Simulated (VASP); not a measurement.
Input of a VASP 6.6.1 run:

File INCAR:

```
ALGO = Normal ; EDIFF = 1E-7
EDIFFG = -0.002 ; ENCUT = 500
GGA = PS ; GGA_COMPAT = False
IBRION = 2 ; ISIF = 3
ISMEAR = 0 ; LASPH = True
LCHARG = False ; LREAL = False
LWAVE = False ; NELM = 120
NELMIN = 4 ; NSW = 100
PREC = Accurate ; PSTRESS = 20.0
SIGMA = 0.01
```

Contents of KPOINTS:

```
k-points
0
Gamma
  6 6 6
```

Contents of POSCAR:

```
Na2S
1.0
    3.2506226757      3.2506226757      0.0000000000
   -3.2506226757      3.2506226757      0.0000000000
    0.0000000000      3.2506226757      3.2506226757
Na S
2 1
Direct
    0.2500000000      0.7500000000      0.5000000000
    0.7500000000      0.2500000000      0.5000000000
    0.0000000000      0.0000000000      0.0000000000
```

Potentials or basis: VASP PAW PBE potentials, release 64 (Na_pv, S).

The run is started by

```console
$ cat potpaw_PBE.64/Na_pv/POTCAR potpaw_PBE.64/S/POTCAR > POTCAR
$ mpirun -np 1 vasp_std > vasp.out
```

Question: Predict the relaxed cell.

Answer: a = 4.510 Å, b = 4.510 Å, c = 4.510 Å, α = 60.00°, β = 60.00°, γ = 90.00°.

Question: Predict the space group after relaxing (to 0.05 Å).

Answer: Fm-3m (No. 225).

Final structure:
```cif
data_structure
_symmetry_space_group_name_H-M 'P 1'
_symmetry_Int_Tables_number 1
_cell_length_a 4.5102
_cell_length_b 4.5102
_cell_length_c 4.5102
_cell_angle_alpha 60.000
_cell_angle_beta 60.000
_cell_angle_gamma 90.000
_cell_volume 64.88
loop_
_atom_site_label
_atom_site_type_symbol
_atom_site_fract_x
_atom_site_fract_y
_atom_site_fract_z
_atom_site_occupancy
Na1 Na 0.25000 0.75000 0.50000 1
Na2 Na 0.75000 0.25000 0.50000 1
S1 S 0.00000 0.00000 0.00000 1
```
